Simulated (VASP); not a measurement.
# Si (Fd-3m) in VASP: a series of runs

Runs on Si. Level: PBEsol. Tasks: single point.

All numbers are computed with VASP 6.6.1; they aren't measurements. Logs are shortened: lines on timing, memory, paths and dates and some standing lists are left out, and cuts for length are marked.

## 1. The cell of the first run

The structure is cubic, space group Fd-3m (No. 227). The conventional cell has a = 5.434 Å, b = 5.434 Å, c = 5.434 Å, α = 90.00°, β = 90.00°, γ = 90.00°. Within 3.1 Å of Si (site symmetry -43m) lie 4 Si at 2.35 Å.

## 2. Single point, PBEsol

File INCAR:

```
SYSTEM = Si
ALGO = Normal
EDIFF = 1E-6
ENCUT = 500
GGA = PS
GGA_COMPAT = .FALSE.
ISIF = 2
ISMEAR = 0
LASPH = .TRUE.
LCHARG = .FALSE.
LREAL = .FALSE.
LWAVE = .FALSE.
NBANDS = 11
NELM = 120
PREC = Accurate
SIGMA = 0.02
```

File KPOINTS:

```
k-points
0
G
  10 10 10
  0 0 0
```

File POSCAR:

```
Si
1.0
    0.0000000000      2.7168028345      2.7168028345
    2.7168028345      0.0000000000      2.7168028345
    2.7168028345      2.7168028345      0.0000000000
Si
2
Direct
    0.0000000000      0.0000000000      0.0000000000
    0.2500000000      0.2500000000      0.2500000000
```

Potentials or basis: VASP PAW PBE potentials, release 64 (Si).

The run is started by

```console
$ cat potpaw_PBE.64/Si/POTCAR > POTCAR
$ mpirun -np 1 vasp_std > vasp.out
```

OUTCAR:

```text
SYSTEM = Si
   EDIFF = 1E-6
   ENCUT = 500
   GGA = PS
   ISIF = 2
   ISMEAR = 0
   LASPH = .TRUE.
   LREAL = .FALSE.
   NELM = 120
   PREC = Accurate

 ion  position               nearest neighbor table
   1  0.000  0.000  0.000-   2 2.35   2 2.35   2 2.35   2 2.35
   2  0.250  0.250  0.250-   1 2.35   1 2.35   1 2.35   1 2.35

  LATTYP: Found a face centered cubic cell.
 ALAT       =     5.4336056690

  Lattice vectors:

 A1 = (   0.0000000000,   2.7168028345,   2.7168028345)
 A2 = (   2.7168028345,   0.0000000000,   2.7168028345)
 A3 = (   2.7168028345,   2.7168028345,   0.0000000000)

Analysis of symmetry for initial positions (statically):
=====================================================================
 Subroutine PRICEL returns:
 Original cell was already a primitive cell.

 Routine SETGRP: Setting up the symmetry group for a
 face centered cubic supercell.

 Subroutine GETGRP returns: Found 48 space group operations
 (whereof 24 operations were pure point group operations)
 out of a pool of 48 trial point group operations.

The static configuration has the point symmetry T_d .
 The point group associated with its full space group is O_h .

Analysis of symmetry for dynamics (positions and initial velocities):
=====================================================================
 Subroutine PRICEL returns:
 Original cell was already a primitive cell.

 Routine SETGRP: Setting up the symmetry group for a
 face centered cubic supercell.

 Subroutine GETGRP returns: Found 48 space group operations
 (whereof 24 operations were pure point group operations)
 out of a pool of 48 trial point group operations.

The dynamic configuration has the point symmetry T_d .
 The point group associated with its full space group is O_h .

 Subroutine INISYM returns: Found 48 space group operations
 (whereof 24 operations are pure point group operations),
 and found     1 'primitive' translations

----------------------------------------------------------------------------------------

                                     Primitive cell

  volume of cell :      40.1055

  direct lattice vectors                    reciprocal lattice vectors
     0.000000000  2.716802835  2.716802835    -0.184039855  0.184039855  0.184039855
     2.716802835  0.000000000  2.716802835     0.184039855 -0.184039855  0.184039855
     2.716802835  2.716802835  0.000000000     0.184039855  0.184039855 -0.184039855

  length of vectors
     3.842139415  3.842139415  3.842139415     0.318766380  0.318766380  0.318766380

  position of ions in fractional coordinates (direct lattice)
     0.000000000  0.000000000  0.000000000
     0.250000000  0.250000000  0.250000000

  ion indices of the primitive-cell ions
   primitive index   ion index
                 1           1
                 2           2

----------------------------------------------------------------------------------------

 KPOINTS: k-points

Automatic generation of k-mesh.
 Grid dimensions read from file:
 generate k-points for:   10   10   10

 Generating k-lattice:

  Cartesian coordinates                     Fractional coordinates (reciprocal lattice)
    -0.018403986  0.018403986  0.018403986     0.100000000  0.000000000  0.000000000
     0.018403986 -0.018403986  0.018403986     0.000000000  0.100000000  0.000000000
     0.018403986  0.018403986 -0.018403986     0.000000000  0.000000000  0.100000000

  Length of vectors
     0.031876638  0.031876638  0.031876638

  Shift w.r.t. Gamma in fractional coordinates (k-lattice)
     0.000000000  0.000000000  0.000000000

 Subroutine IBZKPT returns following result:
 ===========================================

 Found     47 irreducible k-points:

 Following reciprocal coordinates:
            Coordinates               Weight
  0.000000  0.000000  0.000000      1.000000
  0.100000  0.000000  0.000000      8.000000
  0.200000  0.000000  0.000000      8.000000
  0.300000  0.000000  0.000000      8.000000
  0.400000  0.000000  0.000000      8.000000
  0.500000  0.000000  0.000000      4.000000
[... 16 lines left out ...]
  0.300000  0.300000  0.000000      6.000000
  0.400000  0.300000  0.000000     24.000000
 [... further k-points ...]
   k-points           NKPTS =     47   k-points in BZ     NKDIM =     47   number of bands    NBANDS=     11
   number of dos      NEDOS =    301   number of ions     NIONS =      2
   total plane-waves  NPLWV =  21952
   dimension x,y,z NGX =    28 NGY =   28 NGZ =   28
   dimension x,y,z NGXF=    56 NGYF=   56 NGZF=   56
   ions per type =               2
   NGX,Y,Z   is equivalent  to a cutoff of  12.12, 12.12, 12.12 a.u.
   NGXF,Y,Z  is equivalent  to a cutoff of  24.23, 24.23, 24.23 a.u.
 SYSTEM =  Si
   PREC   = accura    normal or accurate (medium, high low for compatibility)
   ISTART =      0    job   : 0-new  1-cont  2-samecut
   ICHARG =      2    charge: 1-file 2-atom 10-const
   ISPIN  =      1    spin polarized calculation?
   LNONCOLLINEAR =      F non collinear calculations
   LSORBIT =      F    spin-orbit coupling
   LASPH  =      T    aspherical Exc in radial PAW
   ENCUT  =  500.0 eV  36.75 Ry    6.06 a.u.   7.01  7.01  7.01*2*pi/ulx,y,z
   NELM   =    120;   NELMIN=  2; NELMDL= -5     # of ELM steps
   EDIFF  = 0.1E-05   stopping-criterion for ELM
   LREAL  =      F    real-space projection
   EDIFFG = 0.1E-04   stopping-criterion for IOM
   NSW    =      0    number of steps for IOM
   IBRION =     -1    ionic relax: 0-MD 1-quasi-New 2-CG
   NFREE  =      0    steps in history (QN), initial steepest desc. (CG)
   ISIF   =      2    stress and relaxation
   ISYM   =      2    0-nonsym 1-usesym 2-fastsym
   POTIM  = 0.5000    time-step for ionic-motion
   TEBEG  =    0.0;   TEEND  =   0.0 temperature during run
   PSTRESS=    0.0 pullay stress
   NELECT =       8.0000    total number of electrons
   NUPDOWN=      -1.0000    fix difference up-down
   EMIN   =  10.00;   EMAX   =-10.00  energy-range for DOS
   EFERMI =   0.00;   METHOD = LEGACY
   ISMEAR =     0;   SIGMA  =   0.02  broadening in eV -4-tet -1-fermi 0-gaus
   EFERMI_NEDOS =   21; number of points for ismear=-14 and -15
   IALGO  =     38    algorithm
   IMIX   =      4    mixing-type and parameters
     AMIX     =   0.40;   BMIX     =  1.00
     AMIX_MAG =   1.60;   BMIX_MAG =  1.00
  volume/ion in A,a.u.               =      20.05       135.32
  Fermi-wavevector in a.u.,A,eV,Ry     =   0.956541  1.807599 12.448920  0.914970
  Thomas-Fermi vector in A             =   2.085478
   LORBIT       =      0    0 simple, 1 ext, 2 COOP (PROOUT), +10 PAW based schemes
   GGA     = PS    functional components
   LHFCALC =     F    Hartree Fock is set to
   AEXX    =    0.0000 exact exchange contribution
   IVDW    =     0    specifies the selected vdW correction
   LEPSILON=     F    determine dielectric tensor
   LRPA    =     F    only Hartree local field effects (RPA)
 non-spin polarized calculation
 Gauss-broadening in eV      SIGMA  =   0.02
  energy-cutoff  :      500.00
  volume of cell :       40.11
 maximum number of plane-waves:      1034
   NGX = 13   NGY = 13   NGZ = 13

 number of electron       8.0000001 magnetization

 Free energy of the ion-electron system (eV)
  ---------------------------------------------------
  ext. energy  EPLUGINS =         0.00000000
  ---------------------------------------------------
  free energy    TOTEN  =       -11.49263597 eV

  energy without entropy =      -11.49263597  energy(sigma->0) =      -11.49263597

 E-fermi :   5.9407     XC(G=0):  -9.5475

 val. band max:        5.7738449528   @ k =   0.0000   0.0000   0.0000
 cond. band min:       6.2431300806   @ k =   0.4000   0.4000   0.0000
 fundamental gap:      0.4692851278
 Fermi energy:         5.9406796750

 k-point     1 :       0.0000    0.0000    0.0000
  band No.  band energies     occupation
      1      -6.2055      2.00000
      2       5.7738      2.00000
      3       5.7738      2.00000
      4       5.7738      2.00000
      5       8.2905      0.00000
      6       8.2905      0.00000
      7       8.2905      0.00000
      8       9.0797      0.00000
      9      13.4614      0.00000
     10      13.4614      0.00000
     11      13.4776      0.00000

 k-point     2 :       0.1000    0.0000    0.0000
  band No.  band energies     occupation
      1      -6.0743      2.00000
      2       4.6173      2.00000
      3       5.5730      2.00000
      4       5.5730      2.00000
      5       8.2908      0.00000
      6       8.5851      0.00000
      7       8.5851      0.00000
      8      10.0079      0.00000
      9      13.0876      0.00000
     10      13.0876      0.00000
     11      14.0294      0.00000

 k-point     3 :       0.2000    0.0000    0.0000
  band No.  band energies     occupation
      1      -5.6867      2.00000
      2       2.7461      2.00000
      3       5.1900      2.00000
      4       5.1900      2.00000
      5       7.9246      0.00000
      6       9.0925      0.00000
      7       9.0925      0.00000
      8      11.7567      0.00000
      9      12.7593      0.00000
     10      12.7593      0.00000
     11      14.7041      0.00000

 k-point     4 :       0.3000    0.0000    0.0000
  band No.  band energies     occupation
      1      -5.0689      2.00000
      2       0.9536      2.00000
      3       4.8549      2.00000
      4       4.8549      2.00000
      5       7.5576      0.00000
      6       9.2530      0.00000
      7       9.2530      0.00000
      8      13.2899      0.00000
      9      13.3057      0.00000
     10      13.3057      0.00000
     11      14.4938      0.00000

 k-point     5 :       0.4000    0.0000    0.0000
  band No.  band energies     occupation
      1      -4.3170      2.00000
      2      -0.5294      2.00000
      3       4.6431      2.00000
      4       4.6431      2.00000
      5       7.3163      0.00000
      6       9.1263      0.00000
      7       9.1263      0.00000
      8      13.4074      0.00000
      9      14.7024      0.00000
     10      14.7024      0.00000
     11      15.7402      0.00000
[... 211 lines left out ...]
 k-point    21 :      -0.3000    0.2000    0.0000
  band No.  band energies     occupation
      1      -4.1308      2.00000
      2       0.0428      2.00000
      3       2.2810      2.00000
      4       4.4508      2.00000
      5       8.1473      0.00000
      6      10.2514      0.00000
      7      10.3088      0.00000
      8      12.4011      0.00000
      9      12.5238      0.00000
     10      15.2334      0.00000
     11      17.5401      0.00000

 k-point    22 :      -0.2000    0.2000    0.0000
  band No.  band energies     occupation
      1      -4.8524      2.00000
      2       1.2878      2.00000
      3       2.7337      2.00000
      4       4.9256      2.00000
      5       8.6007      0.00000
      6       9.7195      0.00000
      7      10.0131      0.00000
      8      11.4220      0.00000
      9      11.8121      0.00000
     10      16.3386      0.00000
     11      16.5081      0.00000

 k-point    23 :       0.3000    0.3000    0.0000
  band No.  band energies     occupation
      1      -4.6523      2.00000
      2       1.3561      2.00000
      3       3.5277      2.00000
      4       3.5277      2.00000
      5       6.5341      0.00000
      6       8.0730      0.00000
      7      12.3849      0.00000
      8      12.3849      0.00000
      9      14.8347      0.00000
     10      15.1992      0.00000
     11      18.0408      0.00000

 k-point    24 :       0.4000    0.3000    0.0000
  band No.  band energies     occupation
      1      -4.0374      2.00000
      2       0.3492      2.00000
      3       2.8878      2.00000
      4       3.3226      2.00000
      5       6.7216      0.00000
      6       7.9089      0.00000
      7      12.6779      0.00000
      8      12.7975      0.00000
      9      16.2093      0.00000
     10      16.4762      0.00000
     11      17.8074      0.00000

 [... further k-points ...]

------------------------ aborting loop because EDIFF is reached ----------------------------------------

  FORCE on cell =-STRESS in cart. coord.  units (eV):
  Direction    XX          YY          ZZ          XY          YZ          ZX
  --------------------------------------------------------------------------------------
  -------------------------------------------------------------------------------------
  Total        0.0279100      0.0279100      0.0279100      0.0000000      0.0000000      0.0000000
  in kB        1.1149794      1.1149794      1.1149794      0.0000000      0.0000000      0.0000000
  external PRESSURE =       1.1149794 kB  Pullay stress =       0.0000000 kB

 VOLUME and BASIS-vectors are now :
 -----------------------------------------------------------------------------
  energy-cutoff  :      500.00
  volume of cell :       40.11
      direct lattice vectors                 reciprocal lattice vectors
     0.000000000  2.716802835  2.716802835    -0.184039855  0.184039855  0.184039855
     2.716802835  0.000000000  2.716802835     0.184039855 -0.184039855  0.184039855
     2.716802835  2.716802835  0.000000000     0.184039855  0.184039855 -0.184039855

 POSITION                                       TOTAL-FORCE (eV/Angst)
 -----------------------------------------------------------------------------------
      0.00000      0.00000      0.00000         0.000000     -0.000000     -0.000000
      1.35840      1.35840      1.35840        -0.000000      0.000000      0.000000
 -----------------------------------------------------------------------------------
    total drift:                                0.000000      0.000000      0.000000

  FREE ENERGIE OF THE ION-ELECTRON SYSTEM (eV)
  ---------------------------------------------------
  free  energy   TOTEN  =       -11.4926359732 eV

  energy  without entropy=      -11.4926359732  energy(sigma->0) =      -11.49263597
```

It took 6.5 s on 1 thread of Intel Xeon 6975P-C (Granite Rapids), shared host; peak memory 0.15 GiB.

Results:

```
Free energy            : -11.4926 eV
Pressure               : 0.1 GPa
Band gap on the k mesh : 0.47 eV, indirect (least direct gap 2.52 eV)
```

Caveat: the PAW data sets were made with another functional, which shifts forces and pressure a little. A k mesh can miss the band edges.

## 3. Single point, PBEsol

File INCAR:

```
  PREC = Accurate
  ENCUT = 500
  EDIFF = 1E-6
  ISMEAR = 0
  SIGMA = 0.01
  LREAL = False
  LASPH = True
  NELM = 120
  ALGO = Normal
  ISIF = 2
  LWAVE = False
  LCHARG = False
  GGA = PS
  NBANDS = 11
  GGA_COMPAT = False
```

File KPOINTS:

```
Automatic mesh
0
Gamma
  10 10 10
```

POSCAR is that of step 2.

Potentials or basis: VASP PAW PBE potentials, release 64 (Si).

The run is started by

```console
$ cat potpaw_PBE.64/Si/POTCAR > POTCAR
$ mpirun -np 1 vasp_std > vasp.out
```

Wall time 6.7 s (1 thread of Intel Xeon 6975P-C (Granite Rapids), shared host); peak memory 0.15 GiB.

It converged, with:

* Free energy: -11.4926 eV
* Pressure: 0.1 GPa
* Band gap on the k mesh: 0.47 eV, indirect (least direct gap 2.52 eV)

Levels at points of the mesh, in eV from the valence-band top:
| k point | band 1 | band 2 | band 3 | band 4 | band 5 | band 6 | band 7 | band 8 |
| --- | --- | --- | --- | --- | --- | --- | --- | --- |
| (0.00, 0.00, 0.00) | -11.98 | 0.00 | 0.00 | 0.00 | 2.52 | 2.52 | 2.52 | 3.31 |
| (0.50, 0.00, 0.00) | -9.63 | -7.01 | -1.20 | -1.20 | 1.46 | 3.27 | 3.27 | 7.51 |
| (0.50, 0.50, 0.00) | -7.82 | -7.82 | -2.87 | -2.87 | 0.59 | 0.59 | 10.05 | 10.05 |

Caveat: the PAW data sets were made with another functional, which shifts forces and pressure a little. A k mesh can miss the band edges.
